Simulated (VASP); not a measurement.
Write the native input for VASP 6.6.1 that does the following.

```
Task                   : single point
Functional             : r2SCAN
Potentials or basis    : VASP PAW PBE potentials, release 64 (Ta_pv, V_sv)
Cutoff                 : 520 eV
k mesh                 : 16 × 16 × 10
Occupations            : gaussian, width 0.1 eV
Spin                   : no spin polarisation
Dipole correction      : no
Further INCAR settings : ALGO = Normal; EDIFF = 1e-06; NBANDS = 19
```

The system is TaV.

```
CELL_PARAMETERS angstrom
1.60670 -2.30777 0.00000
1.60670 2.30777 0.00000
0.00000 0.00000 4.34136
ATOMIC_POSITIONS crystal
Ta 0.00000 0.00000 0.00000
V 0.50000 0.50000 0.50000
```

The input as run:

POSCAR

```
TaV
1.0
    1.6067000000     -2.3077750000      0.0000000000
    1.6067000000      2.3077750000      0.0000000000
    0.0000000000      0.0000000000      4.3413610000
Ta V
1 1
Direct
    0.0000000000      0.0000000000      0.0000000000
    0.5000000000      0.5000000000      0.5000000000
```

INCAR.step1

```
SYSTEM = TaV
PREC = Accurate
ENCUT = 520
ISMEAR = 0
SIGMA = 0.1
LREAL = .FALSE.
LASPH = .TRUE.
NELM = 100
NBANDS = 19
GGA = PE
ALGO = Normal
EDIFF = 1E-4
LWAVE = .TRUE.
LCHARG = .FALSE.
```

INCAR.step2

```
SYSTEM = TaV
PREC = Accurate
ENCUT = 520
EDIFF = 1E-6
ISMEAR = 0
SIGMA = 0.1
LREAL = .FALSE.
LASPH = .TRUE.
NELM = 100
ALGO = Normal
ISIF = 2
LWAVE = .FALSE.
LCHARG = .TRUE.
METAGGA = R2SCAN
LMIXTAU = .TRUE.
LELF = .TRUE.
LVHAR = .TRUE.
NBANDS = 19
ISTART = 1
```

KPOINTS

```
regular mesh
0
G
  16 16 10
  0 0 0
```

Potentials or basis: VASP PAW PBE potentials, release 64 (Ta_pv, V_sv).

Launch:

```console
$ cat potpaw_PBE.64/Ta_pv/POTCAR potpaw_PBE.64/V_sv/POTCAR > POTCAR
$ cp INCAR.step1 INCAR
$ mpirun -np 1 vasp_std > vasp.out
$ cp INCAR.step2 INCAR
$ mpirun -np 1 vasp_std > vasp.out
```

Results of the run:

| Item | Value |
| --- | --- |
| Pressure | -2.5 GPa |
| Band gap on the k mesh | zero (bands 12 and 13 overlap by 2.04 eV) |

Caveat: the PAW data sets were made with another functional, which shifts forces and pressure a little; spin-orbit coupling is left out, which moves the levels of the heavy elements.

Run time: 5.6 min on 1 thread of Intel(R) Xeon(R) Platinum 8488C (Sapphire Rapids), with other jobs on the host, peak memory 0.39 GiB.
